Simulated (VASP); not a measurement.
Here is a VASP 6.6.1 calculation.

Contents of INCAR:

```
SYSTEM = S
PREC = Accurate ; ENCUT = 520
EDIFF = 1E-6 ; ISMEAR = -1
SIGMA = 0.05 ; LREAL = .False.
LASPH = .True. ; NELM = 100
ALGO = Normal ; ISIF = 2
LWAVE = .False. ; LCHARG = .False.
GGA = PS ; NBANDS = 9
```

File KPOINTS:

```
Automatic mesh
0
Gamma
  16 16 16
  0 0 0
```

Contents of POSCAR:

```
S
1.0
    2.3572612553      0.0000000000      0.0000000000
    0.0000000000      2.3572612553      0.0000000000
    0.0000000000      0.0000000000      2.3572612553
S
1
Direct
    0.0000000000      0.0000000000      0.0000000000
```

Potentials or basis: VASP PAW PBE potentials, release 64 (S).

Run with:

```sh
$ cat potpaw_PBE.64/S/POTCAR > POTCAR
$ mpirun -np 1 vasp_std > vasp.out
```

What does it give for the pressure?

33.7 GPa.

What does it give for the band gap on the k mesh?

Zero (bands 3 and 4 overlap by 9.48 eV).

Caveat: the cell stands under pressure; the PAW data sets were made with another functional, which shifts forces and pressure a little.
